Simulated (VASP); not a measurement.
# La (P6_3/mmc) in VASP: notebook

Runs on La. Level: PBE. Tasks: relaxation of cell and atoms, single point.

Everything below comes from runs of VASP 6.6.1. Logs are shortened: lines on timing, memory, paths and dates and some standing lists are left out, and cuts for length are marked.

## (1) The cell of the first run

It takes space group P6_3/mmc (No. 194, hexagonal). The conventional cell has a = 3.343 Å, b = 3.343 Å, c = 10.865 Å, α = 90.00°, β = 90.00°, γ = 120.00°. La (site symmetry -3m) has 12 La at 3.33 to 3.34 Å within 4.4 Å. Within 4.4 Å of La (site symmetry -6m2) lie 12 La at 3.33 to 3.34 Å.

## (2) Relaxation of cell and atoms, PBE, target pressure 15 GPa, at which the enthalpy is minimised

The input, INCAR:

```
SYSTEM = La
PREC = Accurate ; ENCUT = 600
EDIFF = 1E-7 ; ISMEAR = -1
SIGMA = 0.1 ; LREAL = .FALSE.
LASPH = .TRUE. ; NELM = 100
ALGO = Normal ; ISIF = 3
LWAVE = .FALSE. ; LCHARG = .FALSE.
GGA = PE ; IBRION = 2
NSW = 60 ; EDIFFG = -0.005
PSTRESS = 150.0
```

The input, KPOINTS:

```
Automatic mesh
0
G
  11 11 3
  0 0 0
```

The input, POSCAR:

```
La
1.0
    3.3431255965      0.0000000000      0.0000000000
   -1.6715627982      2.8952316946      0.0000000000
    0.0000000000      0.0000000000     10.8651581886
La
4
Direct
    0.0000000000      0.0000000000      0.0000000000
    0.0000000000      0.0000000000      0.5000000000
    0.3333333333      0.6666666667      0.2500000000
    0.6666666667      0.3333333333      0.7500000000
```

Potentials or basis: VASP PAW PBE potentials, release 64 (La).

Started as:

```
$ cat potpaw_PBE.64/La/POTCAR > POTCAR
$ mpirun -np 1 vasp_std > vasp.out
```

OUTCAR:

```text
SYSTEM = La
   PREC = Accurate
   ENCUT = 600
   EDIFF = 1E-7
   ISMEAR = -1
   LREAL = .FALSE.
   LASPH = .TRUE.
   NELM = 100
   ISIF = 3
   GGA = PE
   IBRION = 2
   NSW = 60
   EDIFFG = -0.005
   PSTRESS = 150.0

 ion  position               nearest neighbor table
   1  0.000  0.000  0.000-   3 3.33   4 3.33   3 3.33   4 3.33   4 3.33   3 3.33
   2  0.000  0.000  0.500-   3 3.33   4 3.33   3 3.33   4 3.33   4 3.33   3 3.33
   3  0.333  0.667  0.250-   1 3.33   2 3.33   1 3.33   2 3.33   1 3.33   2 3.33
   4  0.667  0.333  0.750-   1 3.33   2 3.33   1 3.33   2 3.33   1 3.33   2 3.33

  LATTYP: Found a hexagonal cell.
 ALAT       =     3.3431255965
 C/A-ratio  =     3.2500000000

  Lattice vectors:

 A1 = (   3.3431255965,   0.0000000000,   0.0000000000)
 A2 = (  -1.6715627982,   2.8952316946,   0.0000000000)
 A3 = (   0.0000000000,   0.0000000000,  10.8651581886)

Analysis of symmetry for initial positions (statically):
=====================================================================
 Subroutine PRICEL returns:
 Original cell was already a primitive cell.

 Routine SETGRP: Setting up the symmetry group for a
 hexagonal supercell.

 Subroutine GETGRP returns: Found 24 space group operations
 (whereof 12 operations were pure point group operations)
 out of a pool of 24 trial point group operations.

The static configuration has the point symmetry D_3d.
 The point group associated with its full space group is D_6h.

Analysis of symmetry for dynamics (positions and initial velocities):
=====================================================================
 Subroutine PRICEL returns:
 Original cell was already a primitive cell.

 Routine SETGRP: Setting up the symmetry group for a
 hexagonal supercell.

 Subroutine GETGRP returns: Found 24 space group operations
 (whereof 12 operations were pure point group operations)
 out of a pool of 24 trial point group operations.

The dynamic configuration has the point symmetry D_3d.
 The point group associated with its full space group is D_6h.

 Subroutine INISYM returns: Found 24 space group operations
 (whereof 12 operations are pure point group operations),
 and found     1 'primitive' translations

----------------------------------------------------------------------------------------

                                     Primitive cell

  volume of cell :     105.1652

  direct lattice vectors                    reciprocal lattice vectors
     3.343125597  0.000000000  0.000000000     0.299121278  0.172697750  0.000000000
    -1.671562798  2.895231695  0.000000000     0.000000000  0.345395500  0.000000000
     0.000000000  0.000000000 10.865158189     0.000000000  0.000000000  0.092037316

  length of vectors
     3.343125597  3.343125596 10.865158189     0.345395500  0.345395500  0.092037316

  position of ions in fractional coordinates (direct lattice)
     0.000000000  0.000000000  0.000000000
     0.000000000  0.000000000  0.500000000
     0.333333333  0.666666667  0.250000000
     0.666666667  0.333333333  0.750000000

  ion indices of the primitive-cell ions
   primitive index   ion index
                 1           1
                 2           2
                 3           3
                 4           4

----------------------------------------------------------------------------------------

 KPOINTS: Automatic mesh

Automatic generation of k-mesh.
 Grid dimensions read from file:
 generate k-points for:   11   11    3

 Generating k-lattice:

  Cartesian coordinates                     Fractional coordinates (reciprocal lattice)
     0.027192843  0.015699795  0.000000000     0.090909091  0.000000000  0.000000000
     0.000000000  0.031399591  0.000000000     0.000000000  0.090909091  0.000000000
     0.000000000  0.000000000  0.030679105     0.000000000  0.000000000  0.333333333

  Length of vectors
     0.031399591  0.031399591  0.030679105

  Shift w.r.t. Gamma in fractional coordinates (k-lattice)
     0.000000000  0.000000000  0.000000000

 Subroutine IBZKPT returns following result:
 ===========================================

 Found     32 irreducible k-points:

 Following reciprocal coordinates:
            Coordinates               Weight
  0.000000  0.000000  0.000000      1.000000
  0.090909 -0.000000  0.000000      6.000000
  0.181818 -0.000000  0.000000      6.000000
  0.272727  0.000000  0.000000      6.000000
  0.363636 -0.000000  0.000000      6.000000
  0.454545 -0.000000  0.000000      6.000000
[... 16 lines left out ...]
  0.090909  0.090909  0.333333     12.000000
  0.181818  0.090909  0.333333     24.000000
 [... further k-points ...]
   k-points           NKPTS =     32   k-points in BZ     NKDIM =     32   number of bands    NBANDS=     26
   number of dos      NEDOS =    301   number of ions     NIONS =      4
   total plane-waves  NPLWV =  70560
   dimension x,y,z NGX =    28 NGY =   28 NGZ =   90
   dimension x,y,z NGXF=    56 NGYF=   56 NGZF=  180
   ions per type =               4
   NGX,Y,Z   is equivalent  to a cutoff of  13.92, 13.92, 13.77 a.u.
   NGXF,Y,Z  is equivalent  to a cutoff of  27.85, 27.85, 27.54 a.u.
 SYSTEM =  La
   PREC   = accura    normal or accurate (medium, high low for compatibility)
   ISTART =      0    job   : 0-new  1-cont  2-samecut
   ICHARG =      2    charge: 1-file 2-atom 10-const
   ISPIN  =      1    spin polarized calculation?
   LNONCOLLINEAR =      F non collinear calculations
   LSORBIT =      F    spin-orbit coupling
   LASPH  =      T    aspherical Exc in radial PAW
   ENCUT  =  600.0 eV  44.10 Ry    6.64 a.u.   6.68  6.68 21.70*2*pi/ulx,y,z
   NELM   =    100;   NELMIN=  2; NELMDL= -5     # of ELM steps
   EDIFF  = 0.1E-06   stopping-criterion for ELM
   LREAL  =      F    real-space projection
   EDIFFG = -.5E-02   stopping-criterion for IOM
   NSW    =     60    number of steps for IOM
   IBRION =      2    ionic relax: 0-MD 1-quasi-New 2-CG
   NFREE  =      1    steps in history (QN), initial steepest desc. (CG)
   ISIF   =      3    stress and relaxation
   ISYM   =      2    0-nonsym 1-usesym 2-fastsym
   POTIM  = 0.5000    time-step for ionic-motion
   TEBEG  =    0.0;   TEEND  =   0.0 temperature during run
   PSTRESS=  150.0 pullay stress
   NELECT =      44.0000    total number of electrons
   NUPDOWN=      -1.0000    fix difference up-down
   EMIN   =  10.00;   EMAX   =-10.00  energy-range for DOS
   EFERMI =   0.00;   METHOD = LEGACY
   ISMEAR =    -1;   SIGMA  =   0.10  broadening in eV -4-tet -1-fermi 0-gaus
   EFERMI_NEDOS =   21; number of points for ismear=-14 and -15
   IALGO  =     38    algorithm
   IMIX   =      4    mixing-type and parameters
     AMIX     =   0.40;   BMIX     =  1.00
     AMIX_MAG =   1.60;   BMIX_MAG =  1.00
  volume/ion in A,a.u.               =      26.29       177.42
  Fermi-wavevector in a.u.,A,eV,Ry     =   1.224433  2.313843 20.398347  1.499236
  Thomas-Fermi vector in A             =   2.359508
   LORBIT       =      0    0 simple, 1 ext, 2 COOP (PROOUT), +10 PAW based schemes
   GGA     = PE    functional components
   LHFCALC =     F    Hartree Fock is set to
   AEXX    =    0.0000 exact exchange contribution
   IVDW    =     0    specifies the selected vdW correction
   LEPSILON=     F    determine dielectric tensor
   LRPA    =     F    only Hartree local field effects (RPA)
 conjugate gradient relaxation of ions
 non-spin polarized calculation
  energy-cutoff  :      600.00
  volume of cell :      105.17
 maximum number of plane-waves:      3542
 NGX is ok and might be reduce to    28
   NGX = 13   NGY = 13   NGZ = 43

--------------------------------------- Ionic step        1  -------------------------------------------

 number of electron      43.9999998 magnetization

 Free energy of the ion-electron system (eV)
  ---------------------------------------------------
  ext. energy  EPLUGINS =         0.00000000
  ---------------------------------------------------
  free energy    TOTEN  =       -18.07516657 eV

  energy without entropy =      -17.89246205  energy(sigma->0) =      -17.98381431

------------------------ aborting loop because EDIFF is reached ----------------------------------------

  FORCE on cell =-STRESS in cart. coord.  units (eV):
  Direction    XX          YY          ZZ          XY          YZ          ZX
  --------------------------------------------------------------------------------------
  -------------------------------------------------------------------------------------
  Total        9.5144738      9.5144738      8.8844456      0.0000000      0.0000000      0.0000000
  in kB      144.9516912    144.9516912    135.3532992      0.0000000      0.0000000      0.0000000
  external PRESSURE =      -8.2477728 kB  Pullay stress =     150.0000000 kB
[... 145 lines left out ...]
  enthalpy is  TOTEN    =        -8.2354059323 eV   P V=        9.7097462438

--------------------------------------- Ionic step        5  -------------------------------------------

 number of electron      43.9999997 magnetization

 Free energy of the ion-electron system (eV)
  ---------------------------------------------------
  ext. energy  EPLUGINS =         0.00000000
  ---------------------------------------------------
  free energy    TOTEN  =       -17.95158074 eV

  energy without entropy =      -17.77270931  energy(sigma->0) =      -17.86214503

 E-fermi :  11.9638     XC(G=0): -11.1252

 val. band max:       11.9271660617   @ k =   0.3636   0.2727   0.0000
 cond. band min:      11.9736110067   @ k =   0.2727   0.1818   0.0000
 fundamental gap:      0.0464449450
 Fermi energy:        11.9638351637

 k-point     1 :       0.0000    0.0000    0.0000
  band No.  band energies     occupation
      1     -20.8751      2.00000
      2     -20.5103      2.00000
      3     -20.5073      2.00000
      4     -20.0981      2.00000
      5      -6.2182      2.00000
      6      -4.5752      2.00000
[... 685 lines left out ...]
     25      12.5771      0.00433
     26      12.8244      0.00037

 [... further k-points ...]
[... 5 lines left out ...]
  --------------------------------------------------------------------------------------
  -------------------------------------------------------------------------------------
  Total        9.7222282      9.7222282      9.7144956      0.0000000     -0.0000000      0.0000000
  in kB      150.0948349    150.0948349    149.9754558      0.0000000     -0.0000000      0.0000000
  external PRESSURE =       0.0550419 kB  Pullay stress =     150.0000000 kB
[... 19 lines left out ...]
  FREE ENERGIE OF THE ION-ELECTRON SYSTEM (eV)
  ---------------------------------------------------
  free  energy   TOTEN  =       -17.9515807413 eV

  energy  without entropy=      -17.7727093141  energy(sigma->0) =      -17.86214503

  enthalpy is  TOTEN    =        -8.2354953228 eV   P V=        9.7160854185

 reached required accuracy - stopping structural energy minimisation
```

Wall time 17 min (1 thread of Intel Xeon 8259CL, shared host); peak memory 0.33 GiB.

What came out:

* Free energy: -17.9516 eV
* Relaxed volume: 25.94 Å³/atom
* Relaxed cell: a = 3.342 Å, b = 3.342 Å, c = 10.731 Å, α = 90.00°, β = 90.00°, γ = 120.00°
* Space group after relaxing (to 0.1 Å): P6_3/mmc (No. 194)
* Energy change on relaxing (the run minimises the enthalpy): +30.9 meV/atom
* Ionic steps: 5
* Pressure after relaxing: 15.0 GPa
* Band gap on the k mesh: zero (bands 22 and 23 overlap by 1.47 eV)

The path:
| step | energy change (eV) | largest force (eV/Å) | pressure (GPa) | volume (Å³) |
| --- | --- | --- | --- | --- |
| 1 | 0.0000 | 0.0000 | 14.18 | 105.17 |
| 2 | 0.1868 | 0.0000 | 15.41 | 103.12 |
| 3 | 0.1443 | 0.0000 | 15.12 | 103.57 |
| 4 | 0.1300 | 0.0000 | 15.04 | 103.71 |
| 5 | 0.1236 | 0.0000 | 15.01 | 103.78 |

Final structure:
```cif
data_structure
_symmetry_space_group_name_H-M 'P 1'
_symmetry_Int_Tables_number 1
_cell_length_a 3.3418
_cell_length_b 3.3418
_cell_length_c 10.7306
_cell_angle_alpha 90.000
_cell_angle_beta 90.000
_cell_angle_gamma 120.000
_cell_volume 103.78
loop_
_atom_site_label
_atom_site_type_symbol
_atom_site_fract_x
_atom_site_fract_y
_atom_site_fract_z
_atom_site_occupancy
La1 La 0.00000 0.00000 0.00000 1
La2 La 0.00000 0.00000 0.50000 1
La3 La 0.33333 0.66667 0.25000 1
La4 La 0.66667 0.33333 0.75000 1
```

Caveat: the cell is relaxed towards a set pressure, so the run minimises the enthalpy, not the energy; spin-orbit coupling is left out, which moves the levels of the heavy elements.

## (3) Single point, PBE

This run uses another cell than the first one, of 25.90 Å³/atom.

The input, INCAR:

```
SYSTEM = La
  PREC = Accurate
  ENCUT = 520
  EDIFF = 1E-6
  ISMEAR = -1
  SIGMA = 0.1
  LREAL = .FALSE.
  LASPH = .TRUE.
  NELM = 60
  ALGO = Normal
  ISIF = 2
  LWAVE = .FALSE.
  LCHARG = .FALSE.
  GGA = PE
  NBANDS = 30
```

The input, KPOINTS:

```
regular mesh
0
G
  11 11 3
  0 0 0
```

The input, POSCAR:

```
La
1.0
    3.3380602634      0.0000000000      0.0000000000
   -1.6690301317      2.8908449874      0.0000000000
    0.0000000000      0.0000000000     10.7375146893
La
4
Direct
    0.0000000000      0.0000000000      0.0000000000
    0.0000000000      0.0000000000      0.5000000000
    0.3333333333      0.6666666667      0.2500000000
    0.6666666667      0.3333333333      0.7500000000
```

Potentials or basis: VASP PAW PBE potentials, release 64 (La).

Started as:

```
$ cat potpaw_PBE.64/La/POTCAR > POTCAR
$ mpirun -np 1 vasp_std > vasp.out
```

Wall time 90 s (1 thread of Intel Xeon 6975P-C (Granite Rapids), shared host); peak memory 0.28 GiB.

It converged, with:

```yaml
Free_energy: -17.9327 eV
Pressure: 15.1 GPa
Band_gap_on_the_k_mesh: zero (bands 22 and 23 overlap by 1.49 eV)
```

Stress tensor (GPa, compression positive):
```
15.15  0.00  0.00
 0.00 15.15  0.00
 0.00  0.00 15.00
```

Levels at points of the mesh, in eV from the Fermi level:
```
           k point  band 20  band 21  band 22  band 23  band 24  band 25
(0.00, 0.00, 0.00)    -1.40     1.00     1.23     1.24     1.30     1.31
```

Caveat: the cell stands under pressure; spin-orbit coupling is left out, which moves the levels of the heavy elements.

(Part 1 of 2 ends here.)

The gap in the log of VASP goes by the Fermi energy; the results here count the filled bands.